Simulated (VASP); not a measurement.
A run of VASP 6.6.1 is set up as follows.

The input INCAR:

```
SYSTEM = Si2Ge
  PREC = Accurate
  ENCUT = 520
  EDIFF = 1E-6
  ISMEAR = 0
  SIGMA = 0.01
  LREAL = .FALSE.
  LASPH = .TRUE.
  NELM = 100
  ALGO = Normal
  ISIF = 2
  LWAVE = .FALSE.
  LCHARG = .FALSE.
  GGA = PE
  NBANDS = 31
```

File KPOINTS:

```
Automatic mesh
0
G
  12 12 4
  0 0 0
```

Contents of POSCAR:

```
Si2Ge
1.0
    3.9299379276      0.0000000000      0.0000000000
   -1.9649689638      3.4034260806      0.0000000000
    0.0000000000      0.0000000000      9.6192088162
Si Ge
4 2
Direct
    0.3333333333      0.6666666667      0.5398379476
    0.6666666667      0.3333333333      0.2141804713
    0.3333333333      0.6666666667      0.7858195287
    0.6666666667      0.3333333333      0.4601620524
    0.0000000000      0.0000000000      0.8707130298
    0.0000000000      0.0000000000      0.1292869702
```

Potentials or basis: VASP PAW PBE potentials, release 64 (Si, Ge_d).

The run is started by

```bash
$ cat potpaw_PBE.64/Si/POTCAR potpaw_PBE.64/Ge_d/POTCAR > POTCAR
$ mpirun -np 1 vasp_std > vasp.out
```

Problem. Predict the pressure.

Solution. -0.1 GPa.

Problem. Predict the band gap on the k mesh.

Solution. 0.61 eV (least direct gap 1.15 eV).

Problem. Estimate the largest force.

Solution. 0.005 eV/Å.

Forces in eV/Å, atoms in the order of the input:
```
Si   0.000  0.000  0.001
Si   0.000  0.000 -0.001
Si   0.000  0.000  0.001
Si   0.000  0.000 -0.001
Ge   0.000  0.000 -0.005
Ge   0.000  0.000  0.005
```

A k mesh can miss the band edges.
